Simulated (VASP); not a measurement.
# Mg (Fm-3m) in VASP: single point with LDA

Aim: the single point of Mg with LDA.

Program: VASP 6.6.1. These are calculated values, not measurements. Logs are shortened: lines on timing, memory, paths and dates and some standing lists are left out, and cuts for length are marked.

## 1. The cell of the first run

The structure is cubic, space group Fm-3m (No. 225). The conventional cell has a = 4.489 Å, b = 4.489 Å, c = 4.489 Å, α = 90.00°, β = 90.00°, γ = 90.00°. Mg (site symmetry m-3m) has 12 Mg at 3.17 Å within 4.2 Å.

This isn't the form of Mg at room conditions, which is hcp.

## 2. Single point, LDA

The input, INCAR:

```
ALGO = Normal
EDIFF = 1E-6
ENCUT = 450
GGA = CA
GGA_COMPAT = False
ISIF = 2
ISMEAR = 1
LASPH = True
LCHARG = False
LREAL = False
LWAVE = False
NELM = 120
PREC = Accurate
SIGMA = 0.1
```

The input, KPOINTS:

```
k-points
0
Gamma
  13 13 13
```

The input, POSCAR:

```
Mg
1.0
    0.0000000000      2.2442560000      2.2442560000
    2.2442560000      0.0000000000      2.2442560000
    2.2442560000      2.2442560000      0.0000000000
Mg
1
Direct
    0.0000000000      0.0000000000      0.0000000000
```

Potentials or basis: VASP PAW LDA potentials, release 64 (Mg).

Launch:

```sh
$ cat potpaw_LDA.64/Mg/POTCAR > POTCAR
$ mpirun -np 1 vasp_std > vasp.out
```

OUTCAR:

```text
EDIFF = 1E-6
   ENCUT = 450
   GGA = CA
   ISIF = 2
   ISMEAR = 1
   LASPH = True
   LREAL = False
   NELM = 120
   PREC = Accurate

 Found     84 irreducible k-points:

 Following reciprocal coordinates:
            Coordinates               Weight
  0.000000  0.000000  0.000000      1.000000
  0.076923  0.000000  0.000000      8.000000
  0.153846  0.000000  0.000000      8.000000
  0.230769  0.000000  0.000000      8.000000
  0.307692  0.000000  0.000000      8.000000
  0.384615  0.000000  0.000000      8.000000
   k-points           NKPTS =     84   k-points in BZ     NKDIM =     84   number of bands    NBANDS=      5
   number of dos      NEDOS =    301   number of ions     NIONS =      1
   total plane-waves  NPLWV =  13824
   dimension x,y,z NGX =    24 NGY =   24 NGZ =   24
   dimension x,y,z NGXF=    48 NGYF=   48 NGZF=   48
   ions per type =               1
   NGX,Y,Z   is equivalent  to a cutoff of  12.57, 12.57, 12.57 a.u.
   NGXF,Y,Z  is equivalent  to a cutoff of  25.14, 25.14, 25.14 a.u.
 SYSTEM =  unknown system
   PREC   = accura    normal or accurate (medium, high low for compatibility)
   ISTART =      0    job   : 0-new  1-cont  2-samecut
   ICHARG =      2    charge: 1-file 2-atom 10-const
   ISPIN  =      1    spin polarized calculation?
   LNONCOLLINEAR =      F non collinear calculations
   LSORBIT =      F    spin-orbit coupling
   LASPH  =      T    aspherical Exc in radial PAW
   ENCUT  =  450.0 eV  33.07 Ry    5.75 a.u.   5.49  5.49  5.49*2*pi/ulx,y,z
   NELM   =    120;   NELMIN=  2; NELMDL= -5     # of ELM steps
   EDIFF  = 0.1E-05   stopping-criterion for ELM
   LREAL  =      F    real-space projection
   EDIFFG = 0.1E-04   stopping-criterion for IOM
   NSW    =      0    number of steps for IOM
   IBRION =     -1    ionic relax: 0-MD 1-quasi-New 2-CG
   NFREE  =      0    steps in history (QN), initial steepest desc. (CG)
   ISIF   =      2    stress and relaxation
   ISYM   =      2    0-nonsym 1-usesym 2-fastsym
   POTIM  = 0.5000    time-step for ionic-motion
   TEBEG  =    0.0;   TEEND  =   0.0 temperature during run

   SCALEE = 1.0000    scale energy and forces
   PSTRESS=    0.0 pullay stress
   NELECT =       2.0000    total number of electrons
   NUPDOWN=      -1.0000    fix difference up-down
   EMIN   =  10.00;   EMAX   =-10.00  energy-range for DOS
   EFERMI =   0.00;   METHOD = LEGACY
   ISMEAR =     1;   SIGMA  =   0.10  broadening in eV -4-tet -1-fermi 0-gaus
   EFERMI_NEDOS =   21; number of points for ismear=-14 and -15
   IALGO  =     38    algorithm
   IMIX   =      4    mixing-type and parameters
     AMIX     =   0.40;   BMIX     =  1.00
     AMIX_MAG =   1.60;   BMIX_MAG =  1.00
  volume/ion in A,a.u.               =      22.61       152.56
  Fermi-wavevector in a.u.,A,eV,Ry     =   0.729462  1.378483  7.239854  0.532114
  Thomas-Fermi vector in A             =   1.821189
   LORBIT       =      0    0 simple, 1 ext, 2 COOP (PROOUT), +10 PAW based schemes
   GGA     = CA    functional components
   LHFCALC =     F    Hartree Fock is set to
   AEXX    =    0.0000 exact exchange contribution
   IVDW    =     0    specifies the selected vdW correction
   LEPSILON=     F    determine dielectric tensor
   LRPA    =     F    only Hartree local field effects (RPA)

   CSHIFT  =0.1000    complex shift for real part using Kramers Kronig

   OMEGAMAX=  -1.0    maximum frequency
 non-spin polarized calculation
 Methfessel and Paxton  Order N= 1 SIGMA  =   0.10
  energy-cutoff  :      450.00
  volume of cell :       22.61
 maximum number of plane-waves:       531
 NGX is ok and might be reduce to    24
   NGX = 11   NGY = 11   NGZ = 11

 number of electron       2.0000000 magnetization

 Free energy of the ion-electron system (eV)
  ---------------------------------------------------
  ext. energy  EPLUGINS =         0.00000000
  ---------------------------------------------------
  free energy    TOTEN  =        -1.79124571 eV

  energy without entropy =       -1.79085030  energy(sigma->0) =       -1.79111391

 E-fermi :   2.5188     XC(G=0):  -8.7296

 val. band max:        2.5182186577   @ k =  -0.3077   0.3846   0.0769
 cond. band min:       2.5969685642   @ k =   0.4615   0.0769   0.0000
 fundamental gap:      0.0787499066
 Fermi energy:         2.5188376933

 k-point     1 :       0.0000    0.0000    0.0000
  band No.  band energies     occupation
      1      -4.4367      2.00000
      2      14.9367      0.00000
      3      14.9367      0.00000
      4      14.9367      0.00000
      5      16.8140      0.00000

 k-point     2 :       0.0769    0.0000    0.0000
  band No.  band energies     occupation
      1      -4.3039      2.00000
      2      13.0812      0.00000
      3      14.6379      0.00000
      4      14.6379      0.00000
      5      16.9018      0.00000

 k-point     3 :       0.1538    0.0000    0.0000
  band No.  band energies     occupation
      1      -3.9069      2.00000
      2      10.5412      0.00000
      3      14.1664      0.00000
      4      14.1664      0.00000
      5      16.5747      0.00000

 k-point     4 :       0.2308    0.0000    0.0000
  band No.  band energies     occupation
      1      -3.2488      2.00000
      2       8.0948      0.00000
      3      13.8155      0.00000
      4      13.8155      0.00000
      5      16.2625      0.00000

 k-point     5 :       0.3077    0.0000    0.0000
  band No.  band energies     occupation
      1      -2.3352      2.00000
      2       5.8212      0.00000
      3      13.6460      0.00000
      4      13.6460      0.00000
      5      16.0996      0.00000

 k-point     6 :       0.3846    0.0000    0.0000
  band No.  band energies     occupation
      1      -1.1738      2.00000
      2       3.7480     -0.00000
      3      13.6645      0.00000
      4      13.6645      0.00000
      5      15.2904      0.00000

 [... further k-points ...]
[... 5 lines left out ...]
  --------------------------------------------------------------------------------------
  -------------------------------------------------------------------------------------
  Total       -0.2383332     -0.2383332     -0.2383332     -0.0000000     -0.0000000      0.0000000
  in kB      -16.8907124    -16.8907124    -16.8907124     -0.0000000     -0.0000000      0.0000000
  external PRESSURE =     -16.8907124 kB  Pullay stress =       0.0000000 kB

 VOLUME and BASIS-vectors are now :
 -----------------------------------------------------------------------------
  energy-cutoff  :      450.00
  volume of cell :       22.61
      direct lattice vectors                 reciprocal lattice vectors
     0.000000000  2.244256000  2.244256000    -0.222790983  0.222790983  0.222790983
     2.244256000  0.000000000  2.244256000     0.222790983 -0.222790983  0.222790983
     2.244256000  2.244256000  0.000000000     0.222790983  0.222790983 -0.222790983

 POSITION                                       TOTAL-FORCE (eV/Angst)
 -----------------------------------------------------------------------------------
      0.00000      0.00000      0.00000         0.000000     -0.000000      0.000000
 -----------------------------------------------------------------------------------
    total drift:                                0.000000      0.000000     -0.000000

  FREE ENERGIE OF THE ION-ELECTRON SYSTEM (eV)
  ---------------------------------------------------
  free  energy   TOTEN  =        -1.7912457071 eV

  energy  without entropy=       -1.7908503046  energy(sigma->0) =       -1.79111391
```

It took 4.1 s on 1 thread of AMD EPYC 7R13 (Zen 3), shared host; peak memory 0.1 GiB.

Results:

| Property | Result |
| --- | --- |
| Free energy | -1.7912 eV |
| Pressure | -1.7 GPa |
| Band gap on the k mesh | zero (bands 1 and 2 overlap by 1.88 eV) |

Levels at points of the mesh, in eV from the Fermi level:
| k point | band 1 | band 2 | band 3 | band 4 | band 5 |
| --- | --- | --- | --- | --- | --- |
| (0.00, 0.00, 0.00) | -6.96 | 12.42 | 12.42 | 12.42 | 14.30 |

The gap in the log of VASP goes by the Fermi energy; the results here count the filled bands.